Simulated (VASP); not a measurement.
# Ba in VASP: single point with PBE

Aim: the single point of Ba with PBE.

Everything below comes from runs of VASP 6.6.1. Logs are shortened: lines on timing, memory, paths and dates and some standing lists are left out, and cuts for length are marked.

## Step 1: The cell of the first run

The cell holds a slab with vacuum, 1 atom: a = 4.141 Å, b = 4.141 Å, c = 13.000 Å, α = 90.00°, β = 90.00°, γ = 123.65°.

## Step 2: Single point, PBE

INCAR reads:

```
ALGO = Normal
EDIFF = 1E-6
ENCUT = 400
GGA = PE
GGA_COMPAT = F
ISIF = 2
ISMEAR = 0
LASPH = T
LCHARG = T
LELF = T
LREAL = F
LVHAR = T
LWAVE = F
NBANDS = 11
NELM = 120
NELMDL = -8
PREC = Accurate
SIGMA = 0.05
```

KPOINTS reads:

```
k-points
0
Gamma
  20 20 1
```

POSCAR reads:

```
Ba
1.0
    1.9550000000     -3.6500000000      0.0000000000
    1.9550000000      3.6500000000      0.0000000000
    0.0000000000      0.0000000000     13.0000000000
Ba
1
Direct
    0.0000000000      0.0000000000      0.5000000000
```

Potentials or basis: VASP PAW PBE potentials, release 64 (Ba_sv).

Launch:

```console
cat potpaw_PBE.64/Ba_sv/POTCAR > POTCAR
mpirun -np 1 vasp_std > vasp.out
```

OUTCAR:

```text
EDIFF = 1E-6
   ENCUT = 400
   GGA = PE
   ISIF = 2
   ISMEAR = 0
   LASPH = T
   LREAL = F
   NELM = 120
   NELMDL = -8
   PREC = Accurate

 ion  position               nearest neighbor table
   1  0.000  0.000  0.500-

  LATTYP: Found a base centered orthorhombic cell.
 ALAT       =     3.9100000000
 B/A-ratio  =     1.8670076726
 C/A-ratio  =     3.3248081841

  Lattice vectors:

 A1 = (   1.9550000000,  -3.6500000000,   0.0000000000)
 A2 = (   1.9550000000,   3.6500000000,   0.0000000000)
 A3 = (   0.0000000000,   0.0000000000,  13.0000000000)

Analysis of symmetry for initial positions (statically):
=====================================================================
 Subroutine PRICEL returns:
 Original cell was already a primitive cell.

 Routine SETGRP: Setting up the symmetry group for a
 base centered orthorhombic supercell.

 Subroutine GETGRP returns: Found  8 space group operations
 (whereof  8 operations were pure point group operations)
 out of a pool of  8 trial point group operations.

The static configuration has the point symmetry D_2h.

Analysis of symmetry for dynamics (positions and initial velocities):
=====================================================================
 Subroutine PRICEL returns:
 Original cell was already a primitive cell.

 Routine SETGRP: Setting up the symmetry group for a
 base centered orthorhombic supercell.

 Subroutine GETGRP returns: Found  8 space group operations
 (whereof  8 operations were pure point group operations)
 out of a pool of  8 trial point group operations.

The dynamic configuration has the point symmetry D_2h.

 Subroutine INISYM returns: Found  8 space group operations
 (whereof  8 operations are pure point group operations),
 and found     1 'primitive' translations

----------------------------------------------------------------------------------------

                                     Primitive cell

  volume of cell :     185.5295

  direct lattice vectors                    reciprocal lattice vectors
     1.955000000 -3.650000000  0.000000000     0.255754476 -0.136986301  0.000000000
     1.955000000  3.650000000  0.000000000     0.255754476  0.136986301  0.000000000
     0.000000000  0.000000000 13.000000000     0.000000000  0.000000000  0.076923077

  length of vectors
     4.140594764  4.140594764 13.000000000     0.290130313  0.290130313  0.076923077

  position of ions in fractional coordinates (direct lattice)
     0.000000000  0.000000000  0.500000000

  ion indices of the primitive-cell ions
   primitive index   ion index
                 1           1

----------------------------------------------------------------------------------------

 KPOINTS: k-points

Automatic generation of k-mesh.
 Grid dimensions read from file:
 generate k-points for:   20   20    1

 Generating k-lattice:

  Cartesian coordinates                     Fractional coordinates (reciprocal lattice)
     0.012787724 -0.006849315  0.000000000     0.050000000  0.000000000  0.000000000
     0.012787724  0.006849315  0.000000000     0.000000000  0.050000000  0.000000000
     0.000000000  0.000000000  0.076923077     0.000000000  0.000000000  1.000000000

  Length of vectors
     0.014506516  0.014506516  0.076923077

  Shift w.r.t. Gamma in fractional coordinates (k-lattice)
     0.000000000  0.000000000  0.000000000

 Subroutine IBZKPT returns following result:
 ===========================================

 Found    111 irreducible k-points:

 Following reciprocal coordinates:
            Coordinates               Weight
  0.000000  0.000000  0.000000      1.000000
  0.050000  0.000000  0.000000      4.000000
  0.100000 -0.000000  0.000000      4.000000
  0.150000  0.000000  0.000000      4.000000
  0.200000 -0.000000  0.000000      4.000000
  0.250000 -0.000000  0.000000      4.000000
[... 16 lines left out ...]
 -0.400000  0.050000  0.000000      4.000000
 -0.350000  0.050000  0.000000      4.000000
 [... further k-points ...]
   k-points           NKPTS =    111   k-points in BZ     NKDIM =    111   number of bands    NBANDS=     11
   number of dos      NEDOS =    301   number of ions     NIONS =      1
   total plane-waves  NPLWV =  70560
   dimension x,y,z NGX =    28 NGY =   28 NGZ =   90
   dimension x,y,z NGXF=    56 NGYF=   56 NGZF=  180
   ions per type =               1
   NGX,Y,Z   is equivalent  to a cutoff of  11.24, 11.24, 11.51 a.u.
   NGXF,Y,Z  is equivalent  to a cutoff of  22.48, 22.48, 23.02 a.u.
 SYSTEM =  unknown system
   PREC   = accura    normal or accurate (medium, high low for compatibility)
   ISTART =      0    job   : 0-new  1-cont  2-samecut
   ICHARG =      2    charge: 1-file 2-atom 10-const
   ISPIN  =      1    spin polarized calculation?
   LNONCOLLINEAR =      F non collinear calculations
   LSORBIT =      F    spin-orbit coupling
   LASPH  =      T    aspherical Exc in radial PAW
   ENCUT  =  400.0 eV  29.40 Ry    5.42 a.u.   6.75  6.75 21.20*2*pi/ulx,y,z
   NELM   =    120;   NELMIN=  2; NELMDL= -8     # of ELM steps
   EDIFF  = 0.1E-05   stopping-criterion for ELM
   LREAL  =      F    real-space projection
   EDIFFG = 0.1E-04   stopping-criterion for IOM
   NSW    =      0    number of steps for IOM
   IBRION =     -1    ionic relax: 0-MD 1-quasi-New 2-CG
   NFREE  =      0    steps in history (QN), initial steepest desc. (CG)
   ISIF   =      2    stress and relaxation
   ISYM   =      2    0-nonsym 1-usesym 2-fastsym
   POTIM  = 0.5000    time-step for ionic-motion
   TEBEG  =    0.0;   TEEND  =   0.0 temperature during run
   PSTRESS=    0.0 pullay stress
   NELECT =      10.0000    total number of electrons
   NUPDOWN=      -1.0000    fix difference up-down
   EMIN   =  10.00;   EMAX   =-10.00  energy-range for DOS
   EFERMI =   0.00;   METHOD = LEGACY
   ISMEAR =     0;   SIGMA  =   0.05  broadening in eV -4-tet -1-fermi 0-gaus
   EFERMI_NEDOS =   21; number of points for ismear=-14 and -15
   IALGO  =     38    algorithm
   IMIX   =      4    mixing-type and parameters
     AMIX     =   0.40;   BMIX     =  1.00
     AMIX_MAG =   1.60;   BMIX_MAG =  1.00
  volume/ion in A,a.u.               =     185.53      1252.01
  Fermi-wavevector in a.u.,A,eV,Ry     =   0.618401  1.168609  5.203145  0.382420
  Thomas-Fermi vector in A             =   1.676830
   LORBIT       =      0    0 simple, 1 ext, 2 COOP (PROOUT), +10 PAW based schemes
   GGA     = PE    functional components
   LHFCALC =     F    Hartree Fock is set to
   AEXX    =    0.0000 exact exchange contribution
   IVDW    =     0    specifies the selected vdW correction
   LEPSILON=     F    determine dielectric tensor
   LRPA    =     F    only Hartree local field effects (RPA)
 non-spin polarized calculation
 Gauss-broadening in eV      SIGMA  =   0.05
  energy-cutoff  :      400.00
  volume of cell :      185.53
 maximum number of plane-waves:      3398
   NGX = 13   NGY = 13   NGZ = 43

 number of electron      10.0000002 magnetization

 Free energy of the ion-electron system (eV)
  ---------------------------------------------------
  ext. energy  EPLUGINS =         0.00000000
  ---------------------------------------------------
  free energy    TOTEN  =        -1.05235732 eV

  energy without entropy =       -1.04718691  energy(sigma->0) =       -1.04977211

 E-fermi :  -0.7706     XC(G=0):  -3.4034

 val. band max:       -0.7706497449   @ k =  -0.3500   0.3500   0.0000
 cond. band min:      -0.7687569438   @ k =   0.5000   0.1000   0.0000
 fundamental gap:      0.0018928011
 Fermi energy:        -0.7706243362

 k-point     1 :       0.0000    0.0000    0.0000
  band No.  band energies     occupation
      1     -29.9809      2.00000
      2     -15.3480      2.00000
      3     -14.7289      2.00000
      4     -14.6511      2.00000
      5      -3.0131      2.00000
      6      -0.5847      0.00000
      7      -0.5090      0.00000
      8       0.6411      0.00000
      9       1.3524      0.00000
     10       1.6033      0.00000
     11       2.8967      0.00000

 k-point     2 :       0.0500    0.0000    0.0000
  band No.  band energies     occupation
      1     -29.9785      2.00000
      2     -15.3445      2.00000
      3     -14.7365      2.00000
      4     -14.6731      2.00000
      5      -2.9533      2.00000
      6      -0.5496      0.00000
      7      -0.5061      0.00000
      8       0.6726      0.00000
      9       1.3818      0.00000
     10       1.5244      0.00000
     11       2.6092      0.00000

 k-point     3 :       0.1000   -0.0000    0.0000
  band No.  band energies     occupation
      1     -29.9715      2.00000
      2     -15.3343      2.00000
      3     -14.7722      2.00000
      4     -14.7223      2.00000
      5      -2.7806      2.00000
      6      -0.5008      0.00000
      7      -0.4462      0.00000
      8       0.7182      0.00000
      9       1.3874      0.00000
     10       1.4706      0.00000
     11       2.3722      0.00000

 k-point     4 :       0.1500    0.0000    0.0000
  band No.  band energies     occupation
      1     -29.9605      2.00000
      2     -15.3184      2.00000
      3     -14.8678      2.00000
      4     -14.7563      2.00000
      5      -2.5150      2.00000
      6      -0.5026      0.00000
      7      -0.2866      0.00000
      8       0.6287      0.00000
      9       1.4496      0.00000
     10       1.6162      0.00000
     11       2.1724      0.00000
[... 239 lines left out ...]
 k-point    22 :      -0.4500    0.0500    0.0000
  band No.  band energies     occupation
      1     -29.8870      2.00000
      2     -15.5000      2.00000
      3     -15.2100      2.00000
      4     -14.9186      2.00000
      5      -1.4889      2.00000
      6      -0.8056      1.67691
      7       0.5731      0.00000
      8       1.4919      0.00000
      9       1.8471      0.00000
     10       2.6550      0.00000
     11       3.3401      0.00000

 k-point    23 :      -0.4000    0.0500    0.0000
  band No.  band energies     occupation
      1     -29.8969      2.00000
      2     -15.4184      2.00000
      3     -15.2245      2.00000
      4     -14.9035      2.00000
      5      -1.4628      2.00000
      6      -0.7407      0.39805
      7       0.2109      0.00000
      8       1.3832      0.00000
      9       1.8945      0.00000
     10       2.4732      0.00000
     11       2.9109      0.00000

 k-point    24 :      -0.3500    0.0500    0.0000
  band No.  band energies     occupation
      1     -29.9100      2.00000
      2     -15.3089      2.00000
      3     -15.2437      2.00000
      4     -14.8799      2.00000
      5      -1.5066      2.00000
      6      -0.6647      0.00274
      7      -0.0410      0.00000
      8       1.0625      0.00000
      9       1.9731      0.00000
     10       2.3184      0.00000
     11       2.5411      0.00000

 [... further k-points ...]
[... 5 lines left out ...]
  --------------------------------------------------------------------------------------
  -------------------------------------------------------------------------------------
  Total        1.2999468      0.6727093     -0.0111876      0.0000000      0.0000000      0.0000000
  in kB       11.2259524      5.8093165     -0.0966126      0.0000000      0.0000000      0.0000000
  external PRESSURE =       5.6462188 kB  Pullay stress =       0.0000000 kB

 VOLUME and BASIS-vectors are now :
 -----------------------------------------------------------------------------
  energy-cutoff  :      400.00
  volume of cell :      185.53
      direct lattice vectors                 reciprocal lattice vectors
     1.955000000 -3.650000000  0.000000000     0.255754476 -0.136986301  0.000000000
     1.955000000  3.650000000  0.000000000     0.255754476  0.136986301  0.000000000
     0.000000000  0.000000000 13.000000000     0.000000000  0.000000000  0.076923077

 POSITION                                       TOTAL-FORCE (eV/Angst)
 -----------------------------------------------------------------------------------
      0.00000      0.00000      6.50000        -0.000000      0.000000      0.000000
 -----------------------------------------------------------------------------------
    total drift:                                0.000000      0.000000      0.000000

  FREE ENERGIE OF THE ION-ELECTRON SYSTEM (eV)
  ---------------------------------------------------
  free  energy   TOTEN  =        -1.0523573205 eV

  energy  without entropy=       -1.0471869064  energy(sigma->0) =       -1.04977211
```

It took 5.5 min on 1 thread of AMD EPYC 7R43 (Zen 3), shared host; peak memory 0.32 GiB.

Results:

| Quantity | Value |
| --- | --- |
| Free energy | -1.0524 eV |
| Band gap on the k mesh | zero (band 5 reaches -0.17 eV, above the bottom of band 6 at -0.92 eV) |

Levels at points of the mesh, in eV from the Fermi level:
```tsv
k point	band 2	band 3	band 4	band 5	band 6	band 7	band 8	band 9
(0.00, 0.00, 0.00)	-14.58	-13.96	-13.88	-2.24	0.19	0.26	1.41	2.12
(0.50, 0.00, 0.00)	-14.79	-14.43	-14.14	-0.80	-0.10	1.85	2.02	2.82
(0.50, 0.50, 0.00)	-14.68	-14.47	-14.01	-0.77	-0.15	1.57	1.63	3.12
```

Caveat: spin-orbit coupling is left out, which moves the levels of the heavy elements.
